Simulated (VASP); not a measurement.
Runs of VASP 6.6.1 on Re. The structure is that of space group P6_3/mmc (No. 194), or close to it. The cells are those of the table. 

```csv
task,level,cell,k mesh,cutoff (eV),gap on the mesh (eV),pressure (GPa)
single point,PBEsol,"a = 2.761, b = 2.761, c = 4.458 Å, angles 90.0, 90.0, 120.0°, 2 atoms",7 × 7 × 4,520,none,-4.4
relaxation of cell and atoms,PBE,"relaxed to 5 GPa from a = 2.761, b = 2.761, c = 4.458 Å, angles 90.0, 90.0, 120.0°, 2 atoms",11 × 11 × 6,600,none,4.9
single point,BLYP+D4,"a = 2.776, b = 2.776, c = 4.473 Å, angles 90.0, 90.0, 120.0°, 2 atoms",11 × 11 × 6,520,none,2.2
single point,PBE,"a = 2.729, b = 2.729, c = 4.411 Å, angles 90.0, 90.0, 120.0°, 2 atoms",11 × 11 × 6,520,none,(a)
single point,PBE,"a = 2.762, b = 2.762, c = 4.464 Å, angles 90.0, 90.0, 120.0°, 2 atoms",11 × 11 × 6,520,none,4.5
```

Alike in all rows: potentials or basis VASP PAW PBE potentials, release 64 (Re); no spin polarisation; smearing fermi-dirac 0.05 eV.

**Question.** Estimate the missing entries.

**Answer.** (a) 19.9.

Caveats: some runs use coarse meshes; spin-orbit coupling is left out, which moves the levels of the heavy elements; the PAW data sets were made with another functional, which shifts forces and pressure a little (some runs); the cell is relaxed towards a set pressure, so the enthalpy falls and the energy may rise (some runs); pairwise dispersion overbinds metals, which lowers pressure and volume (some runs).

A k mesh can miss the band edges, and the runs leave out spin-orbit coupling on Re.

A gap of «none» marks levels without a gap at the run's occupations.
